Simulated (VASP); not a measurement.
Runs of VASP 6.6.1 on Y. The structure is that of space group Im-3m (No. 229), or close to it. The cells are those of the table. This isn't the form of Y at room conditions, which is hcp.

| cell | gap on the mesh (eV) | pressure (GPa) |
| --- | --- | --- |
| a = 3.538 Å, angles 109.5°, 1 atom | none | -0.1 |
| a = 3.630 Å, angles 109.5°, 1 atom | none | -2.6 |
| a = 3.390 Å, angles 109.5°, 1 atom | none | 5.5 |
| a = 3.490 Å, angles 109.5°, 1 atom | none | (a) |
| a = 3.674 Å, angles 109.5°, 1 atom | none | -3.5 |
| a = 3.585 Å, angles 109.5°, 1 atom | none | -1.5 |
| a = 3.441 Å, angles 109.5°, 1 atom | none | (b) |

Alike in all rows: task single point; level revPBE; potentials or basis VASP PAW PBE potentials, release 64 (Y_sv); no spin polarisation; k mesh 18 × 18 × 18; cutoff (eV) 520; smearing fermi-dirac 0.1 eV.

**Question.** Fill in the values left out.

**Answer.** (a) 1.5; (b) 3.3.

Caveats: the PAW data sets were made with another functional, which shifts forces and pressure a little; the cell stands under pressure (at least some runs); the cell stands under tension (at least some runs).

A k mesh can miss the band edges, and the runs leave out spin-orbit coupling on Y.

A gap of «none» marks levels without a gap at the run's occupations.
